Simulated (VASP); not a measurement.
# Nd3Au (Fm-3m) in VASP: a series of runs, part 2 of 2

VASP 6.6.1. The steps go on from the part before.

## (3) Relaxation of cell and atoms, PBE

This run uses another cell than the first one, of 27.83 Å³/atom.

INCAR

```
SYSTEM = Nd3Au
PREC     = Accurate       ! precision mode
ENCUT    = 500            ! plane-wave cutoff, eV
EDIFF    = 1E-7           ! SCF threshold, eV
ISMEAR   = 0              ! smearing method
SIGMA    = 0.1            ! smearing width, eV
LREAL    = .False.        ! projectors in reciprocal space
LASPH    = .True.         ! aspherical terms in the spheres
NELM     = 200            ! most SCF steps
ALGO     = Normal         ! electronic algorithm
ISIF     = 3              ! what is computed and relaxed
LWAVE    = .False.        ! write WAVECAR
LCHARG   = .False.        ! write CHGCAR
GGA      = PE             ! functional
IBRION   = 2              ! ionic algorithm
NSW      = 100            ! ionic steps
EDIFFG   = -0.01          ! ionic threshold
GGA_COMPAT= .False.      
NELMIN   = 4            
LMAXMIX  = 6              ! l up to which the mixer works
```

KPOINTS

```
regular mesh
0
Gamma
  10 10 10
  0 0 0
```

POSCAR

```
Nd3Au
1.0
    0.0000000000      3.8183073849      3.8183073849
    3.8183073849      0.0000000000      3.8183073849
    3.8183073849      3.8183073849      0.0000000000
Nd Au
3 1
Direct
    0.2500000000      0.2500000000      0.2500000000
    0.7500000000      0.7500000000      0.7500000000
    0.5000000000      0.5000000000      0.5000000000
    0.0000000000      0.0000000000      0.0000000000
```

Potentials or basis: VASP PAW PBE potentials, release 64 (Nd_3, Au), 4f in core.

Started as:

```sh
$ cat potpaw_PBE.64/Nd_3/POTCAR potpaw_PBE.64/Au/POTCAR > POTCAR
$ mpirun -np 1 vasp_std > vasp.out
```

OUTCAR:

```text
SYSTEM = Nd3Au
   PREC = Accurate
   ENCUT = 500
   EDIFF = 1E-7
   ISMEAR = 0
   LREAL = .False.
   LASPH = .True.
   NELM = 200
   ISIF = 3
   GGA = PE
   IBRION = 2
   NSW = 100
   EDIFFG = -0.01
   NELMIN = 4

 ion  position               nearest neighbor table
   1  0.250  0.250  0.250-   4 3.31   4 3.31   4 3.31   3 3.31   3 3.31   3 3.31   4 3.31   3 3.31

   2  0.750  0.750  0.750-   3 3.31   3 3.31   3 3.31   4 3.31   4 3.31   4 3.31   4 3.31   3 3.31
[... 949 lines left out ...]
  Direction    XX          YY          ZZ          XY          YZ          ZX
  --------------------------------------------------------------------------------------
  -------------------------------------------------------------------------------------
  Total        0.0110114      0.0110114      0.0110114     -0.0000000     -0.0000000      0.0000000
  in kB        0.1559918      0.1559918      0.1559918     -0.0000000     -0.0000000      0.0000000
  external PRESSURE =       0.1559918 kB  Pullay stress =       0.0000000 kB

 VOLUME and BASIS-vectors are now :
 -----------------------------------------------------------------------------
  energy-cutoff  :      500.00
  volume of cell :      113.10
      direct lattice vectors                 reciprocal lattice vectors
     0.000000000  3.838312687  3.838312687    -0.130265573  0.130265573  0.130265573
     3.838312687  0.000000000  3.838312687     0.130265573 -0.130265573  0.130265573
     3.838312687  3.838312687  0.000000000     0.130265573  0.130265573 -0.130265573

 POSITION                                       TOTAL-FORCE (eV/Angst)
 -----------------------------------------------------------------------------------
      1.91916      1.91916      1.91916         0.000000      0.000000      0.000000
      5.75747      5.75747      5.75747        -0.000000     -0.000000     -0.000000
      3.83831      3.83831      3.83831         0.000000     -0.000000     -0.000000
      7.67663      3.83831      3.83831         0.000000     -0.000000     -0.000000
 -----------------------------------------------------------------------------------
    total drift:                               -0.000000      0.000000      0.000000

  FREE ENERGIE OF THE ION-ELECTRON SYSTEM (eV)
  ---------------------------------------------------
  free  energy   TOTEN  =       -17.8329788187 eV

  energy  without entropy=      -17.7919967023  energy(sigma->0) =      -17.81248776

 reached required accuracy - stopping structural energy minimisation
```

OSZICAR:

```text
N       E                     dE             d eps       ncg     rms          rms(c)
DAV:   1     0.360555186808E+03    0.36056E+03   -0.21130E+04  2452   0.155E+03
DAV:   2     0.451231045097E+01   -0.35604E+03   -0.35118E+03  2712   0.385E+02
DAV:   3    -0.188222825227E+02   -0.23335E+02   -0.22794E+02  4300   0.751E+01
[... 23 lines left out ...]
DAV:   8    -0.178329789555E+02    0.72869E-06   -0.10437E-05  3176   0.204E-02    0.382E-03
DAV:   9    -0.178329783608E+02    0.59468E-06   -0.15109E-06  3594   0.722E-03    0.200E-03
DAV:  10    -0.178329792396E+02   -0.87883E-06   -0.64628E-07  2250   0.507E-03    0.113E-03
DAV:  11    -0.178329787791E+02    0.46053E-06   -0.94955E-08  1284   0.215E-03    0.315E-04
DAV:  12    -0.178329788187E+02   -0.39664E-07   -0.11021E-08  1274   0.756E-04
   2 F= -.17832979E+02 E0= -.17812488E+02  d E =-.346054E-02
```

CONTCAR:

```text
Nd3Au
   1.00000000000000
     0.0000000000000000    3.8383126868501822    3.8383126868501822
     3.8383126868501822    0.0000000000000000    3.8383126868501822
     3.8383126868501822    3.8383126868501822    0.0000000000000000
  Nd              Au
     3     1
Direct
     0.2500000000000000    0.2500000000000000    0.2500000000000000
     0.7500000000000000    0.7500000000000000    0.7500000000000000
     0.5000000000000000    0.5000000000000000    0.5000000000000000
     0.0000000000000000    1.0000000000000000    1.0000000000000000

  0.00000000E+00  0.00000000E+00  0.00000000E+00
  0.00000000E+00  0.00000000E+00  0.00000000E+00
  0.00000000E+00  0.00000000E+00  0.00000000E+00
  0.00000000E+00  0.00000000E+00  0.00000000E+00
```

Wall time 2.7 min (1 thread of AMD EPYC 9R45 (Zen 5), shared host); peak memory 0.28 GiB.

What came out:

```
Free energy                           : -17.8330 eV
Relaxed volume                        : 28.27 Å³/atom
Relaxed cell                          : a = 5.428 Å, b = 5.428 Å, c = 5.428 Å, α = 60.00°, β = 60.00°, γ = 60.00°
Space group after relaxing (to 0.1 Å) : Fm-3m (No. 225)
Energy gained by relaxing             : 0.9 meV/atom
Ionic steps                           : 2
Pressure after relaxing               : 0.0 GPa
Band gap on the k mesh                : zero (bands 22 and 23 overlap by 0.78 eV)
```

Step by step:
| step | energy change (eV) | largest force (eV/Å) | pressure (GPa) | volume (Å³) |
| --- | --- | --- | --- | --- |
| 1 | 0.0000 | 0.0000 | 0.63 | 111.34 |
| 2 | -0.0035 | 0.0000 | 0.02 | 113.10 |

Final structure:
```
Nd Au
1.0
     0.00000    3.83831    3.83831
     3.83831    0.00000    3.83831
     3.83831    3.83831    0.00000
Nd Au
3 1
Direct
  0.25000 0.25000 0.25000
  0.75000 0.75000 0.75000
  0.50000 0.50000 0.50000
  0.00000 0.00000 0.00000
```

Caveat: spin-orbit coupling is left out, which moves the levels of the heavy elements; the 4f electrons are frozen in the core, so they carry no moment and show no levels.
